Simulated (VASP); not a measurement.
Set up this calculation in VASP 6.6.1, as the native input.

| Quantity | Value |
| --- | --- |
| Task | single point |
| Functional | r2SCAN |
| Potentials or basis | VASP PAW PBE potentials, release 64 (Sr_sv) |
| Cutoff | 520 eV |
| k mesh | 12 × 12 × 12 |
| Occupations | gaussian, width 0.1 eV |
| Spin | no spin polarisation |
| Dipole correction | no |
| Further INCAR settings | ALGO = Normal; EDIFF = 1e-07; NBANDS = 11 |

Sr:

```xyz
1
Lattice="-2.4516 2.4516 2.4516 2.4516 -2.4516 2.4516 2.4516 2.4516 -2.4516" Properties=species:S:1:pos:R:3 pbc="T T T"
Sr    0.0000    0.0000    0.0000
```

This isn't the form of Sr at room conditions, which is fcc.

The input as run:

POSCAR

```
Sr
1.0
   -2.4515802190      2.4515802190      2.4515802190
    2.4515802190     -2.4515802190      2.4515802190
    2.4515802190      2.4515802190     -2.4515802190
Sr
1
Direct
    0.0000000000      0.0000000000      0.0000000000
```

INCAR.step1

```
PREC     = Accurate       # precision mode
ENCUT    = 520            # plane-wave cutoff, eV
ISMEAR   = 0              # smearing method
SIGMA    = 0.1            # smearing width, eV
LREAL    = F              # projectors in reciprocal space
LASPH    = T              # aspherical terms in the spheres
NELM     = 60             # most SCF steps
NBANDS   = 11             # bands
GGA      = PE             # functional
ALGO     = Normal         # electronic algorithm
EDIFF    = 1E-4           # SCF threshold, eV
LWAVE    = T              # write WAVECAR
LCHARG   = F              # write CHGCAR
```

INCAR.step2

```
PREC     = Accurate       # precision mode
ENCUT    = 520            # plane-wave cutoff, eV
EDIFF    = 1E-7           # SCF threshold, eV
ISMEAR   = 0              # smearing method
SIGMA    = 0.1            # smearing width, eV
LREAL    = F              # projectors in reciprocal space
LASPH    = T              # aspherical terms in the spheres
NELM     = 60             # most SCF steps
ALGO     = Normal         # electronic algorithm
ISIF     = 2              # what is computed and relaxed
LWAVE    = F              # write WAVECAR
LCHARG   = F              # write CHGCAR
METAGGA  = R2SCAN         # meta-GGA
LMIXTAU  = T            
NBANDS   = 11             # bands
ISTART   = 1
```

KPOINTS

```
regular mesh
0
Gamma
  12 12 12
```

Potentials or basis: VASP PAW PBE potentials, release 64 (Sr_sv).

Command:

```console
$ cat potpaw_PBE.64/Sr_sv/POTCAR > POTCAR
$ cp INCAR.step1 INCAR
$ mpirun -np 1 vasp_std > vasp.out
$ cp INCAR.step2 INCAR
$ mpirun -np 1 vasp_std > vasp.out
```

It gave:

```json
{"Pressure": "-0.5 GPa", "Band gap on the k mesh": "zero (bands 5 and 6 overlap by 0.37 eV)"}
```

Caveat: the PAW data sets were made with another functional, which shifts forces and pressure a little.

Wall time 75 s on 1 thread of Intel(R) Xeon(R) Platinum 8375C CPU @ 2.90GHz (Ice Lake), on a shared host, peak memory 0.21 GiB.
